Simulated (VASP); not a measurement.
# AlN (P6_3mc) in VASP: notebook, part 2 of 2

VASP 6.6.1. The steps go on from the part before.

## Step 3: Single point, r2SCAN

POSCAR reads:

```
AlN
1.0
    3.1066937622      0.0000000000      0.0000000000
   -1.5533468811      2.6904757198      0.0000000000
    0.0000000000      0.0000000000      4.9785915530
Al N
2 2
Direct
    0.3333333333      0.6666666667     -0.0032954729
    0.6666666667      0.3333333333      0.4967045271
    0.3333333333      0.6666666667      0.3782954729
    0.6666666667      0.3333333333      0.8782954729
```

INCAR.step1 reads:

```
SYSTEM = AlN
PREC = Accurate ; ENCUT = 660
ISMEAR = 1 ; SIGMA = 0.05
LREAL = .FALSE. ; LASPH = .TRUE.
NELM = 120 ; NBANDS = 16
GGA = PE ; ALGO = Normal
EDIFF = 1E-5 ; LWAVE = .TRUE.
LCHARG = .FALSE. ; GGA_COMPAT = .FALSE.
```

INCAR.step2 reads:

```
SYSTEM = AlN
PREC = Accurate ; ENCUT = 660
EDIFF = 1E-6 ; ISMEAR = 1
SIGMA = 0.05 ; LREAL = .FALSE.
LASPH = .TRUE. ; NELM = 120
ALGO = Normal ; ISIF = 2
LWAVE = .FALSE. ; LCHARG = .FALSE.
METAGGA = R2SCAN ; LMIXTAU = .TRUE.
NBANDS = 16 ; ISTART = 1
GGA_COMPAT = .FALSE.
```

KPOINTS reads:

```
regular mesh
0
G
  6 6 4
  0 0 0
```

Potentials or basis: VASP PAW PBE potentials, release 64 (Al, N).

Command:

```console
$ cat potpaw_PBE.64/Al/POTCAR potpaw_PBE.64/N/POTCAR > POTCAR
$ cp INCAR.step1 INCAR
$ mpirun -np 1 vasp_std > vasp.out
$ cp INCAR.step2 INCAR
$ mpirun -np 1 vasp_std > vasp.out
```

Run time: 3.6 min. Hardware: 1 thread of Intel Xeon 8259CL, shared host; peak memory 0.16 GiB.

It converged, with:

- Free energy: -38.4530 eV
- Pressure: -0.4 GPa
- Band gap on the k mesh: 4.92 eV

Levels at points of the mesh, in eV from the valence-band top:
```csv
k point,band 6,band 7,band 8,band 9,band 10,band 11
"(0.00, 0.00, 0.00)",-0.22,-0.22,0.00,4.92,7.54,11.61
"(0.50, 0.00, 0.00)",-2.14,-1.77,-0.71,6.45,6.56,9.05
"(0.00, 0.00, 0.50)",-0.56,-0.56,-0.56,7.26,7.26,11.31
"(0.50, 0.00, 0.50)",-1.50,-1.39,-1.39,6.00,6.00,10.15
```

Caveat: the PAW data sets were made with another functional, which shifts forces and pressure a little.

## Step 4: Single point, r2SCAN

POSCAR is that of step 3.

INCAR.step1 reads:

```
ALGO     = Normal         # electronic algorithm
EDIFF    = 1E-5           # SCF threshold, eV
ENCUT    = 660            # plane-wave cutoff, eV
GGA      = PE             # functional
GGA_COMPAT= False        
ISMEAR   = 0              # smearing method
ISYM     = 0            
LASPH    = True           # aspherical terms in the spheres
LCHARG   = False          # write CHGCAR
LREAL    = False          # projectors in reciprocal space
LWAVE    = True           # write WAVECAR
NBANDS   = 16             # bands
NELM     = 120            # most SCF steps
PREC     = Accurate       # precision mode
SIGMA    = 0.01           # smearing width, eV
```

INCAR.step2 reads:

```
ALGO     = Normal         # electronic algorithm
EDIFF    = 1E-6           # SCF threshold, eV
ENCUT    = 660            # plane-wave cutoff, eV
GGA_COMPAT= False        
ISIF     = 2              # what is computed and relaxed
ISMEAR   = 0              # smearing method
ISTART   = 1            
ISYM     = 0            
LASPH    = True           # aspherical terms in the spheres
LCHARG   = True           # write CHGCAR
LELF     = True           # ELF
LMIXTAU  = True         
LREAL    = False          # projectors in reciprocal space
LVHAR    = True         
LWAVE    = False          # write WAVECAR
METAGGA  = R2SCAN         # meta-GGA
NBANDS   = 16             # bands
NELM     = 120            # most SCF steps
PREC     = Accurate       # precision mode
SIGMA    = 0.01           # smearing width, eV
```

KPOINTS reads:

```
k-points
0
Gamma
  6 6 4
```

Potentials or basis: VASP PAW PBE potentials, release 64 (Al, N).

Command:

```console
$ cat potpaw_PBE.64/Al/POTCAR potpaw_PBE.64/N/POTCAR > POTCAR
$ cp INCAR.step1 INCAR
$ mpirun -np 1 vasp_std > vasp.out
$ cp INCAR.step2 INCAR
$ mpirun -np 1 vasp_std > vasp.out
```

OUTCAR:

```text
EDIFF = 1E-6
   ENCUT = 660
   ISIF = 2
   ISMEAR = 0
   ISTART = 1
   ISYM = 0
   LASPH = True
   LREAL = False
   METAGGA = R2SCAN
   NELM = 120
   PREC = Accurate

 ion  position               nearest neighbor table
   1  0.333  0.667  0.997-   4 1.89   4 1.89   4 1.89   3 1.90   2 3.07   2 3.07   2 3.07   2 3.07
                             2 3.07   2 3.07
   2  0.667  0.333  0.497-   3 1.89   3 1.89   3 1.89   4 1.90   1 3.07   1 3.07   1 3.07   1 3.07
                             1 3.07   1 3.07
   3  0.333  0.667  0.378-   2 1.89   2 1.89   2 1.89   1 1.90
   4  0.667  0.333  0.878-   1 1.89   1 1.89   1 1.89   2 1.90

IMPORTANT INFORMATION: All symmetrisations will be switched off!
NOSYMM: (Re-)initialisation of all symmetry stuff for point group C_1.

----------------------------------------------------------------------------------------

                                     Primitive cell

  volume of cell :      41.6135

  direct lattice vectors                    reciprocal lattice vectors
     3.106693762  0.000000000  0.000000000     0.321885605  0.185840740  0.000000000
    -1.553346881  2.690475720  0.000000000     0.000000000  0.371681481  0.000000000
[... 142 lines left out ...]
 fundamental gap:      4.9194695374
 Fermi energy:         6.0367437785

 k-point     1 :       0.0000    0.0000    0.0000
  band No.  band energies     occupation
      1     -10.0624      2.00000
      2      -7.9405      2.00000
      3      -0.1510      2.00000
      4       5.0343      2.00000
      5       5.0343      2.00000
      6       5.6948      2.00000
[... 433 lines left out ...]
      3       0.9171      2.00000
      4       3.6374      2.00000
      5       4.0365      2.00000
      6       4.7639      2.00000
[... 8 lines left out ...]
     15      19.4090      0.00000
     16      19.7249      0.00000

 [... further k-points ...]

------------------------ aborting loop because EDIFF is reached ----------------------------------------

  FORCE on cell =-STRESS in cart. coord.  units (eV):
  Direction    XX          YY          ZZ          XY          YZ          ZX
  --------------------------------------------------------------------------------------
  -------------------------------------------------------------------------------------
  Total       -0.0926916     -0.0926900     -0.0997795      0.0000018      0.0000003      0.0000002
  in kB       -3.5687567     -3.5686937     -3.8416526      0.0000681      0.0000096      0.0000081
  external PRESSURE =      -3.6597010 kB  Pullay stress =       0.0000000 kB

 VOLUME and BASIS-vectors are now :
 -----------------------------------------------------------------------------
  energy-cutoff  :      660.00
  volume of cell :       41.61
      direct lattice vectors                 reciprocal lattice vectors
     3.106693762  0.000000000  0.000000000     0.321885605  0.185840740  0.000000000
    -1.553346881  2.690475720  0.000000000     0.000000000  0.371681481  0.000000000
     0.000000000  0.000000000  4.978591553     0.000000000  0.000000000  0.200860020

 POSITION                                       TOTAL-FORCE (eV/Angst)
 -----------------------------------------------------------------------------------
     -0.00000      1.79365      4.96218        -0.000000      0.000000      0.000705
      1.55335      0.89683      2.47289         0.000000     -0.000000      0.000706
     -0.00000      1.79365      1.88338        -0.000001      0.000001     -0.000705
      1.55335      0.89683      4.37267         0.000001     -0.000001     -0.000705
 -----------------------------------------------------------------------------------
    total drift:                               -0.000000     -0.000000      0.020947

  FREE ENERGIE OF THE ION-ELECTRON SYSTEM (eV)
  ---------------------------------------------------
  free  energy   TOTEN  =       -38.4530277608 eV

  energy  without entropy=      -38.4530277608  energy(sigma->0) =      -38.45302776
```

OUTCAR.step1:

```text
EDIFF = 1E-5
   ENCUT = 660
   GGA = PE
   ISMEAR = 0
[... 650 lines left out ...]
     -0.00000      1.79365      4.96218        -0.000000      0.000000     -0.010279
      1.55335      0.89683      2.47289         0.000000     -0.000001     -0.010273
     -0.00000      1.79365      1.88338        -0.000001      0.000001      0.010275
      1.55335      0.89683      4.37267         0.000002     -0.000001      0.010277
 -----------------------------------------------------------------------------------
    total drift:                               -0.000000     -0.000000     -0.000652

  FREE ENERGIE OF THE ION-ELECTRON SYSTEM (eV)
  ---------------------------------------------------
  free  energy   TOTEN  =       -29.7736250423 eV

  energy  without entropy=      -29.7736250423  energy(sigma->0) =      -29.77362504
```

OSZICAR.step1:

```text
N       E                     dE             d eps       ncg     rms          rms(c)
DAV:   1     0.526295531703E+02    0.52630E+02   -0.83528E+03  2432   0.108E+03
DAV:   2    -0.301504913639E+02   -0.82780E+02   -0.74246E+02  3408   0.224E+02
DAV:   3    -0.345112663422E+02   -0.43608E+01   -0.43430E+01  3224   0.546E+01
DAV:   4    -0.345407599508E+02   -0.29494E-01   -0.29491E-01  2968   0.490E+00
DAV:   5    -0.345411423577E+02   -0.38241E-03   -0.38240E-03  3264   0.562E-01    0.122E+01
DAV:   6    -0.297542893801E+02    0.47869E+01   -0.10667E+01  3048   0.259E+01    0.412E+00
DAV:   7    -0.297855529710E+02   -0.31264E-01   -0.75738E-01  2728   0.617E+00    0.293E+00
DAV:   8    -0.297781748246E+02    0.73781E-02   -0.61221E-02  2944   0.253E+00    0.569E-01
DAV:   9    -0.297731012862E+02    0.50735E-02   -0.11492E-02  3424   0.844E-01    0.248E-01
DAV:  10    -0.297737610840E+02   -0.65980E-03   -0.26736E-03  2728   0.341E-01    0.152E-01
DAV:  11    -0.297736213268E+02    0.13976E-03   -0.31788E-04  2904   0.147E-01    0.332E-02
DAV:  12    -0.297736250423E+02   -0.37155E-05   -0.17844E-05  2664   0.326E-02
   1 F= -.29773625E+02 E0= -.29773625E+02  d E =-.533966E-19
```

It took 11 min on 1 thread of Intel Xeon 8259CL, shared host; peak memory 0.19 GiB.

What came out:

| Quantity | Value |
| --- | --- |
| Free energy | -38.4530 eV |
| Pressure | -0.4 GPa |
| Band gap on the k mesh | 4.92 eV |

Levels at points of the mesh, in eV from the valence-band top:
| k point | band 6 | band 7 | band 8 | band 9 | band 10 | band 11 |
| --- | --- | --- | --- | --- | --- | --- |
| (0.00, 0.00, 0.00) | -0.22 | -0.22 | 0.00 | 4.92 | 7.54 | 11.61 |
| (0.50, 0.00, 0.00) | -2.14 | -1.77 | -0.71 | 6.45 | 6.56 | 9.05 |
| (0.00, 0.50, 0.00) | -2.14 | -1.77 | -0.71 | 6.45 | 6.56 | 9.05 |
| (0.50, 0.50, 0.00) | -2.14 | -1.77 | -0.71 | 6.45 | 6.56 | 9.05 |
| (0.00, 0.00, 0.50) | -0.56 | -0.56 | -0.56 | 7.26 | 7.26 | 11.31 |
| (0.50, 0.00, 0.50) | -1.50 | -1.39 | -1.39 | 6.00 | 6.00 | 10.15 |
| (0.00, 0.50, 0.50) | -1.50 | -1.39 | -1.39 | 6.00 | 6.00 | 10.15 |
| (0.50, 0.50, 0.50) | -1.50 | -1.39 | -1.39 | 6.00 | 6.00 | 10.15 |

Caveat: the PAW data sets were made with another functional, which shifts forces and pressure a little.

## Step 5: Summary

| smearing | gap on the mesh (eV) | pressure (GPa) |
| --- | --- | --- |
| methfessel-paxton 0.001 eV | 4.92 | -0.4 |
| methfessel-paxton 0.05 eV | 4.92 | -0.4 |
| gaussian 0.01 eV | 4.92 | -0.4 |

Alike in all rows: task single point; level r2SCAN; potentials or basis VASP PAW PBE potentials, release 64 (Al, N); no spin polarisation; cell as given; k mesh 6 × 6 × 4; cutoff (eV) 660.

Caveats: the PAW data sets were made with another functional, which shifts forces and pressure a little.

Absolute energies hang on the potentials; compare differences alone.
